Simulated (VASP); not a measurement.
Runs of VASP 6.6.1 on Au. The structure is that of space group P6_3/mmc (No. 194), or close to it. The cells are those of the table. 

```tsv
task	cell	cutoff (eV)	smearing	gap on the mesh (eV)	pressure (GPa)
relaxation of cell and atoms	relaxed from a = 2.900, b = 2.900, c = 4.880 Å, angles 90.0, 90.0, 120.0°, 2 atoms	600	gaussian 0.1 eV	none	0.0
single point	a = 2.933, b = 2.933, c = 4.932 Å, angles 90.0, 90.0, 120.0°, 2 atoms	520	fermi-dirac 0.15 eV	none	(a)
relaxation of cell and atoms	relaxed to 22 GPa from a = 2.857, b = 2.857, c = 4.769 Å, angles 90.0, 90.0, 120.0°, 2 atoms	600	fermi-dirac 0.15 eV	none	22.0
relaxation of shape and atoms at fixed volume	relaxed from a = 2.896, b = 2.896, c = 4.859 Å, angles 90.0, 90.0, 120.0°, 2 atoms	600	fermi-dirac 0.15 eV	none	2.8
single point	a = 2.916, b = 2.916, c = 4.891 Å, angles 90.0, 90.0, 120.0°, 2 atoms	520	fermi-dirac 0.15 eV	none	-0.2
single point	a = 2.813, b = 2.813, c = 4.685 Å, angles 90.0, 90.0, 120.0°, 2 atoms	520	fermi-dirac 0.15 eV	none	21.6
```

Alike in all rows: level PBE; potentials or basis VASP PAW PBE potentials, release 64 (Au); no spin polarisation; k mesh 18 × 18 × 10.

**Question.** Estimate the missing entries.

**Answer.** (a) -2.7.

Caveats: spin-orbit coupling is left out, which moves the levels of the heavy elements; the cell is relaxed towards a set pressure, so the enthalpy falls and the energy may rise (some runs).

A k mesh can miss the band edges, and the runs leave out spin-orbit coupling on Au.

A gap of «none» marks levels without a gap at the run's occupations.
